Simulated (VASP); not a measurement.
Crystal: C.

```
CELL_PARAMETERS angstrom
0.00000 1.41199 1.68464
1.39979 0.00000 1.68464
1.39979 1.41199 0.00000
ATOMIC_POSITIONS crystal
C 0.50000 0.50000 0.50000
```

```yaml
Program: VASP 6.6.1
Task: relaxation of cell and atoms
Functional: PBE
Potentials_or_basis: VASP PAW PBE potentials, release 64 (C)
Cutoff: 600 eV
k_mesh: 10 × 10 × 10
Occupations: gaussian, width 0.1 eV
Spin: no spin polarisation
```

At the start: pressure 5.5 GPa; volume 6.66 Å³/atom.

Question: How do energy, volume and symmetry change on relaxing?

Answer: Over 13 steps the energy falls by 1669.4 meV/atom and the volume is 7.01 Å³/atom (+5.2 %); space group I4/mmm (No. 139, to 0.05 Å).

The path:
```
step  energy change (eV)  largest force (eV/Å)  pressure (GPa)  volume (Å³)
   1              0.0000                0.0000            5.46         6.66
   2             -0.3738                0.0000          -16.14         6.85
   3             -0.8515                0.0000          -33.33         6.99
   4             -1.5165                0.0000          -21.05         7.01
   5              0.9400                0.0000          232.37         6.13
   6             -1.6457                0.0000           -7.49         6.94
   7             -1.6624                0.0000            9.08         6.87
   8             -1.6658                0.0000            5.26         6.89
   9             -1.6095                0.0000          -12.95         7.39
  10             -1.6692                0.0000            1.01         6.98
  11             -1.6692                0.0000            1.19         6.98
  12             -1.6681                0.0000           -3.75         7.09
  13             -1.6694                0.0000           -0.12         7.01
```

Final structure:
```
C
1.0
     0.00000    1.13951    2.69848
     1.13941    0.00000    2.69848
     1.13941    1.13951    0.00000
C
1
Direct
  0.50000 0.50000 0.50000
```

Caveat: the k points lie up to 0.41 Å⁻¹ apart in the final cell.
